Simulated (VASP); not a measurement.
Here is a VASP 6.6.1 calculation.

The input INCAR:

```
  ALGO = Normal
  EDIFF = 1E-6
  ENCUT = 520
  GGA = PS
  ISIF = 2
  ISMEAR = 0
  LASPH = T
  LCHARG = F
  LREAL = F
  LWAVE = F
  NBANDS = 24
  NELM = 100
  PREC = Accurate
  SIGMA = 0.05
```

Contents of KPOINTS:

```
k-points
0
Gamma
  9 9 9
```

The input POSCAR:

```
HfTaN2
1.0
    1.5698675505      0.9063634529      5.1080903193
   -1.5698675505      0.9063634529      5.1080903193
    0.0000000000     -1.8127269058      5.1080903193
Hf Ta N
1 1 2
Direct
    0.0000000000      0.0000000000      0.0000000000
    0.5000000000      0.5000000000      0.5000000000
    0.2488725671      0.2488725671      0.2488725671
    0.7511274329      0.7511274329      0.7511274329
```

Potentials or basis: VASP PAW PBE potentials, release 64 (Hf_pv, Ta_pv, N).

Command:

```bash
$ cat potpaw_PBE.64/Hf_pv/POTCAR potpaw_PBE.64/Ta_pv/POTCAR potpaw_PBE.64/N/POTCAR > POTCAR
$ mpirun -np 1 vasp_std > vasp.out
```

**Question.** What does it give for the largest force?

**Answer.** 0.153 eV/Å.

**Question.** Predict the pressure.

**Answer.** -0.9 GPa.

Stress tensor (GPa, compression positive):
```
-0.88  0.00  0.00
 0.00 -0.88  0.00
 0.00  0.00 -1.00
```

Caveat: the PAW data sets were made with another functional, which shifts forces and pressure a little.
